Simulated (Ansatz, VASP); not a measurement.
Two plane-wave programs on MgO

```xyz
2
Lattice="2.9380 -0.0294 0.0000 -1.4945 2.5591 0.0000 0.0000 0.0000 2.6797" Properties=species:S:1:pos:R:3 pbc="T T T"
Mg    0.0000    0.0000    0.0000
O    -0.0170    1.6963    1.3398
```

Alike in both runs: task single point; functional LDA; k mesh 12 × 12 × 8; occupations gaussian, width 0.02 eV; no spin polarisation.

|  | VASP | Ansatz |
| --- | --- | --- |
| version | VASP 6.6.1 | Ansatz 0.2.0 |
| potentials or method | VASP PAW LDA potentials, release 64 (Mg, O), cutoff 520 eV | plane waves, PAW |
| valence electrons in the cell | 8 | 16 |

VASP gave:

* pressure (GPa): -10.9
* traceless stress, the component that is largest in VASP (GPa): 2.31

Problem. What did Ansatz give for the same quantities?

Solution. Pressure (GPa): -9.3; traceless stress, the component that is largest in VASP (GPa): 2.28.

LDA's correlation is that of Perdew and Zunger in VASP and of Perdew and Wang (1992) in Ansatz. VASP's potentials hold 8 valence electrons a cell and Ansatz's 16, so a difference there can come from the potentials and not from the codes.
